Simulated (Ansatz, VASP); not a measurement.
# Sc in VASP and in Ansatz

```xyz
1
Lattice="0.0000 2.3268 2.3268 2.3268 0.0000 2.3268 2.3268 2.3268 0.0000" Properties=species:S:1:pos:R:3 pbc="T T T"
Sc    0.0000    0.0000    0.0000
```

Alike in both runs: task single point; functional revPBE; k mesh 8 × 8 × 8; occupations gaussian, width 0.1 eV; no spin polarisation.

|  | VASP | Ansatz |
| --- | --- | --- |
| version | VASP 6.6.1 | Ansatz 0.2.0 |
| potentials or method | VASP PAW PBE potentials, release 64 (Sc_sv), cutoff 500 eV | scalar-relativistic, plane waves, PAW |
| valence electrons in the cell | 11 | 11 |

```csv
,VASP,Ansatz,Ansatz less VASP
gap on the k mesh at the Fermi level (eV),none,none,-
pressure (GPa),0.5,0.5,-0.01
```

VASP's potentials were made for PBE, not for revPBE. A gap of «none» marks a metal or a gap that the smearing closes.
